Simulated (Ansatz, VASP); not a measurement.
# Two plane-wave programs on MgTl2GaC6N6

```
CELL_PARAMETERS angstrom
0.00000 5.49470 5.49470
5.49470 0.00000 5.49470
5.49470 5.49470 0.00000
ATOMIC_POSITIONS crystal
Mg 0.00000 0.00000 0.00000
Tl 0.25000 0.25000 0.25000
Tl 0.75000 0.75000 0.75000
Ga 0.50000 0.50000 0.50000
C 0.79184 0.20816 0.20816
C 0.20816 0.79184 0.20816
C 0.20816 0.20816 0.79184
C 0.20816 0.79184 0.79184
C 0.79184 0.20816 0.79184
C 0.79184 0.79184 0.20816
N 0.68529 0.31471 0.31471
N 0.31471 0.68529 0.31471
N 0.31471 0.31471 0.68529
N 0.31471 0.68529 0.68529
N 0.68529 0.31471 0.68529
N 0.68529 0.68529 0.31471
```

Alike in both runs: functional PBE; k mesh 4 × 4 × 4; occupations gaussian, width 0.1 eV; no spin polarisation.

Ansatz relaxed the structure, and its values are those at the end. VASP's run is a single point on that final structure, the one shown.

|  | VASP | Ansatz |
| --- | --- | --- |
| version | VASP 6.6.1 | Ansatz 0.2.0 |
| potentials or method | VASP PAW PBE potentials, release 64 (Mg, Tl_d, Ga_d, C, N), cutoff 520 eV | scalar-relativistic, plane waves, PAW |
| valence electrons in the cell | 95 | 103 |

|  | VASP | Ansatz | Ansatz less VASP |
| --- | --- | --- | --- |
| gap on the k mesh at the Fermi level (eV) | none | none | - |
| pressure (GPa) | 0.5 | 0.2 | -0.31 |
| rms of the force components (eV/Å) | 0.192 | 0.005 | -0.1872 |

A gap of «none» marks a metal or a gap that the smearing closes. One of these differences is far larger than is usual between the two programs; its cause wasn't traced. The functional is the same, so the differences come from potentials, cutoffs and numerics. VASP's potentials hold 95 valence electrons a cell and Ansatz's 103, so a difference there can come from the potentials and not from the codes.

Spin-orbit coupling is off throughout. Noted on VASP's run: the standard files for N, O and F lose accuracy on very short bonds.
